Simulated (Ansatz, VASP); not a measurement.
MoS2 in VASP and in Ansatz

File INCAR:

```
SYSTEM = MoS2
PREC     = Accurate       ! precision mode
ENCUT    = 520            ! plane-wave cutoff, eV
EDIFF    = 1E-8           ! SCF threshold, eV
ISMEAR   = -1             ! smearing method
SIGMA    = 0.03           ! smearing width, eV
LREAL    = .FALSE.        ! projectors in reciprocal space
LASPH    = .TRUE.         ! aspherical terms in the spheres
NELM     = 80             ! most SCF steps
ALGO     = Normal         ! electronic algorithm
ISIF     = 2              ! what is computed and relaxed
LWAVE    = .FALSE.        ! write WAVECAR
LCHARG   = .FALSE.        ! write CHGCAR
GGA      = PE             ! functional
LEFG     = .TRUE.       
NBANDS   = 35             ! bands
```

Contents of KPOINTS:

```
regular mesh
0
G
  10 10 3
  0 0 0
```

Contents of POSCAR:

```
MoS2
1.0
    3.1182801267      0.0000000000      0.0000000000
   -1.5591400634      2.7005098059      0.0000000000
    0.0000000000      0.0000000000     12.1288309816
Mo S
2 4
Direct
    0.3333333333      0.6666666667      0.2500000000
    0.6666666667      0.3333333333      0.7500000000
    0.3333333333      0.6666666667      0.6275000000
    0.6666666667      0.3333333333      0.1275000000
    0.3333333333      0.6666666667      0.8725000000
    0.6666666667      0.3333333333      0.3725000000
```

Input for Ansatz:

```yaml
crystal:
  lattice:
    - [3.1182801267, 0.0, 0.0]
    - [-1.5591400634, 2.7005098059, 0.0]
    - [0.0, 0.0, 12.1288309816]
  atoms:
    - { symbol: Mo, position: [0.3333333333, 0.6666666667, 0.25] }
    - { symbol: Mo, position: [0.6666666667, 0.3333333333, 0.75] }
    - { symbol: S, position: [0.3333333333, 0.6666666667, 0.6275] }
    - { symbol: S, position: [0.6666666667, 0.3333333333, 0.1275] }
    - { symbol: S, position: [0.3333333333, 0.6666666667, 0.8725] }
    - { symbol: S, position: [0.6666666667, 0.3333333333, 0.3725] }
kpoints:
  mp_grid: { grid: [10, 10, 3] }
scf:
  occupations: { method: fermi_dirac, width: 0.03 }
hamiltonian:
  xc: pbe
  pseudopotentials: { kind: paw }
output:
  forces: true
  stress: true
  eigenvalues: true
  efg: { contact_densities: true }
```

Change from the starting cell: volume scaled by 0.96, PAW files.

Alike in both runs: task electric field gradients; functional PBE; k mesh 10 × 10 × 3; occupations fermi-dirac, width 0.03 eV; no spin polarisation.

```csv
,VASP,Ansatz
version,VASP 6.6.1,Ansatz 0.2.0
potentials or method,"VASP PAW PBE potentials, release 64 (Mo_sv, S)","PAW with Ansatz's default frozen-core files, scalar-relativistic"
plane-wave cutoff (eV),520,420
valence electrons in the cell,52,52
```

|  | VASP | Ansatz | Ansatz less VASP |
| --- | --- | --- | --- |
| pressure (GPa) | 16.5 | 16.7 | +0.20 |
| traceless stress, the component that is largest in VASP (GPa) | 5.03 | 5.09 | +0.062 |
| rms of the force components (eV/Å) | 0.944 | 0.955 | +0.0109 |
| size of Vzz on the site where it differs most (V/Å²) | 98.4 | 95.5 | -2.88 |

Atom by atom the forces differ by 0.011 eV/Å (rms over components). With one functional, cell and mesh, what is left measures potentials, basis and numerics.
